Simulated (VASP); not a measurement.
# Ni (Fm-3m) in VASP: notebook, part 2 of 2

VASP 6.6.1. Earlier steps stand in the parts before.

### 3 Single point, PBE, collinear spin, ferromagnetic start

INCAR

```
  PREC = Accurate
  ENCUT = 520
  EDIFF = 1E-6
  ISMEAR = -1
  SIGMA = 0.05
  LREAL = F
  LASPH = T
  NELM = 150
  ALGO = Normal
  ISIF = 2
  LWAVE = F
  LCHARG = F
  ISPIN = 2
  MAGMOM = 0.672
  LORBIT = 11
  LMAXMIX = 4
  GGA = PE
  NBANDS = 15
```

KPOINTS

```
Automatic mesh
0
Gamma
  15 15 15
```

POSCAR

```
Ni
1.0
    0.0000000000      1.7596893266      1.7596893266
    1.7596893266      0.0000000000      1.7596893266
    1.7596893266      1.7596893266      0.0000000000
Ni
1
Direct
    0.0000000000      0.0000000000      0.0000000000
```

Potentials or basis: VASP PAW PBE potentials, release 64 (Ni).

Launch:

```bash
cat potpaw_PBE.64/Ni/POTCAR > POTCAR
mpirun -np 1 vasp_std > vasp.out
```

OUTCAR:

```text
PREC = Accurate
   ENCUT = 520
   EDIFF = 1E-6
   ISMEAR = -1
   LREAL = F
   LASPH = T
   NELM = 150
   ISIF = 2
   ISPIN = 2
   LORBIT = 11
   GGA = PE

 ion  position               nearest neighbor table
   1  0.000  0.000  0.000-

  LATTYP: Found a face centered cubic cell.
 ALAT       =     3.5193786532

  Lattice vectors:

 A1 = (   0.0000000000,   1.7596893266,   1.7596893266)
 A2 = (   1.7596893266,   0.0000000000,   1.7596893266)
 A3 = (   1.7596893266,   1.7596893266,   0.0000000000)

Analysis of symmetry for initial positions (statically):
=====================================================================
 Subroutine PRICEL returns:
 Original cell was already a primitive cell.

 Routine SETGRP: Setting up the symmetry group for a
 face centered cubic supercell.

 Subroutine GETGRP returns: Found 48 space group operations
 (whereof 48 operations were pure point group operations)
 out of a pool of 48 trial point group operations.

The static configuration has the point symmetry O_h .

Analysis of symmetry for dynamics (positions and initial velocities):
=====================================================================
 Subroutine PRICEL returns:
 Original cell was already a primitive cell.

 Routine SETGRP: Setting up the symmetry group for a
 face centered cubic supercell.

 Subroutine GETGRP returns: Found 48 space group operations
 (whereof 48 operations were pure point group operations)
 out of a pool of 48 trial point group operations.

The dynamic configuration has the point symmetry O_h .

Analysis of structural, dynamic, and magnetic symmetry:
=====================================================================
 Subroutine PRICEL returns:
 Original cell was already a primitive cell.

 Routine SETGRP: Setting up the symmetry group for a
 face centered cubic supercell.

 Subroutine GETGRP returns: Found 48 space group operations
 (whereof 48 operations were pure point group operations)
 out of a pool of 48 trial point group operations.

The overall configuration has the point symmetry O_h .

 Subroutine INISYM returns: Found 48 space group operations
 (whereof 48 operations are pure point group operations),
 and found     1 'primitive' translations

[... 153 lines left out ...]
      4       6.9103      1.00000
      5       8.0863      1.00000
      6       8.0863      1.00000
      7      33.0639      0.00000
      8      36.9101      0.00000
      9      36.9101      0.00000
     10      36.9101      0.00000
     11      39.8404      0.00000
     12      39.8404      0.00000
     13      39.8404      0.00000
     14      42.8143      0.00000
[... 403 lines left out ...]
      4       7.2901      1.00000
      5       7.7420      1.00000
      6       8.2592      1.00000
      7      29.0200      0.00000
      8      31.5868      0.00000
      9      32.0455      0.00000
     10      34.3282      0.00000
     11      38.7075      0.00000
     12      43.2249      0.00000
     13      44.9476      0.00000
     14      45.5506      0.00000
     15      50.3485      0.00000

 [... further k-points ...]

 spin component 2

 k-point     1 :       0.0000    0.0000    0.0000
  band No.  band energies     occupation
      1       0.3200      1.00000
      2       7.6830      1.00000
      3       7.6830      1.00000
      4       7.6830      1.00000
      5       8.6879      1.00000
      6       8.6879      1.00000
      7      32.8995      0.00000
      8      36.8927      0.00000
      9      36.8927      0.00000
     10      36.8927      0.00000
     11      39.9456      0.00000
     12      39.9456      0.00000
     13      39.9456      0.00000
     14      42.6892      0.00000
[... 403 lines left out ...]
      4       8.0688      1.00000
      5       8.3520      1.00000
      6       8.8757      0.99993
      7      29.0916      0.00000
      8      31.6719      0.00000
      9      32.0128      0.00000
     10      34.3011      0.00000
     11      38.9195      0.00000
     12      43.2085      0.00000
     13      44.8861      0.00000
     14      45.5050      0.00000
     15      50.3929      0.00000

 [... further k-points ...]
[... 5 lines left out ...]
  --------------------------------------------------------------------------------------
  -------------------------------------------------------------------------------------
  Total       -0.0066205     -0.0066205     -0.0066205      0.0000000      0.0000000     -0.0000000
  in kB       -0.9733328     -0.9733328     -0.9733328      0.0000000      0.0000000     -0.0000000
  external PRESSURE =      -0.9733328 kB  Pullay stress =       0.0000000 kB

 VOLUME and BASIS-vectors are now :
 -----------------------------------------------------------------------------
  energy-cutoff  :      520.00
  volume of cell :       10.90
      direct lattice vectors                 reciprocal lattice vectors
     0.000000000  1.759689327  1.759689327    -0.284141065  0.284141065  0.284141065
     1.759689327  0.000000000  1.759689327     0.284141065 -0.284141065  0.284141065
     1.759689327  1.759689327  0.000000000     0.284141065  0.284141065 -0.284141065

 POSITION                                       TOTAL-FORCE (eV/Angst)
 -----------------------------------------------------------------------------------
      0.00000      0.00000      0.00000         0.000000     -0.000000      0.000000
 -----------------------------------------------------------------------------------
    total drift:                                0.000000      0.000000      0.000000

  FREE ENERGIE OF THE ION-ELECTRON SYSTEM (eV)
  ---------------------------------------------------
  free  energy   TOTEN  =        -5.4786651799 eV

  energy  without entropy=       -5.4647409094  energy(sigma->0) =       -5.47170304

 total charge

# of ion       s       p       d       tot
------------------------------------------
    1        0.497   0.497   8.312   9.307

 magnetization (x)

# of ion       s       p       d       tot
------------------------------------------
    1       -0.006  -0.025   0.687   0.655
```

OSZICAR:

```text
N       E                     dE             d eps       ncg     rms          rms(c)
DAV:   1     0.320724601289E+02    0.32072E+02   -0.42177E+03  7629   0.856E+02
DAV:   2    -0.511929886201E+01   -0.37192E+02   -0.34456E+02  8138   0.161E+02
DAV:   3    -0.649756455671E+01   -0.13783E+01   -0.13678E+01  8909   0.302E+01
DAV:   4    -0.650586508567E+01   -0.83005E-02   -0.82995E-02  8650   0.224E+00
DAV:   5    -0.650596735244E+01   -0.10227E-03   -0.10227E-03  9136   0.226E-01    0.992E+00
DAV:   6    -0.581892136913E+01    0.68705E+00   -0.13570E+01 10392   0.402E+01    0.590E+00
DAV:   7    -0.549595485621E+01    0.32297E+00   -0.23042E+00  9589   0.151E+01    0.194E+00
DAV:   8    -0.548148578408E+01    0.14469E-01   -0.23949E-02  9008   0.105E+00    0.941E-01
DAV:   9    -0.547908442398E+01    0.24014E-02   -0.19440E-03 11776   0.283E-01    0.255E-01
DAV:  10    -0.547867362106E+01    0.41080E-03   -0.48440E-04 11819   0.117E-01    0.378E-02
DAV:  11    -0.547866393685E+01    0.96842E-05   -0.47994E-05 10486   0.549E-02    0.318E-02
DAV:  12    -0.547866526181E+01   -0.13250E-05   -0.17020E-06  7632   0.100E-02    0.793E-03
DAV:  13    -0.547866517991E+01    0.81902E-07   -0.37413E-07  5959   0.723E-03
   1 F= -.54786652E+01 E0= -.54717030E+01  d E =-.139243E-01  mag=     0.6434
```

stdout:

```text
POSCAR found type information on POSCAR Ni
 POSCAR found :  1 types and       1 ions
 scaLAPACK will be used
 LDA part: xc-table for (Slater+PW92), standard interpolation
 POSCAR, INCAR and KPOINTS ok, starting setup
 FFT: planning ... GRIDC
 FFT: planning ... GRID_SOFT
 FFT: planning ... GRID
 WAVECAR not read
 entering main loop
```

It took 69 s on 1 thread of AMD EPYC 7R13, shared host; peak memory 0.15 GiB.

Results:

- Free energy: -5.4787 eV
- Pressure: -0.1 GPa
- Net moment: 0.64 μB per cell
- Site moments: Ni +0.66 μB
- Valence electrons inside the program's atomic spheres: Ni 9.31

Levels at points of the mesh, in eV from the Fermi level:
Spin up:
| k point | band 3 | band 4 | band 5 | band 6 | band 7 | band 8 |
| --- | --- | --- | --- | --- | --- | --- |
| (0.00, 0.00, 0.00) | -2.44 | -2.44 | -1.27 | -1.27 | 23.71 | 27.56 |
Spin down:
| k point | band 2 | band 3 | band 4 | band 5 | band 6 | band 7 | band 8 | band 9 |
| --- | --- | --- | --- | --- | --- | --- | --- | --- |
| (0.00, 0.00, 0.00) | -1.67 | -1.67 | -1.67 | -0.66 | -0.66 | 23.55 | 27.54 | 27.54 |
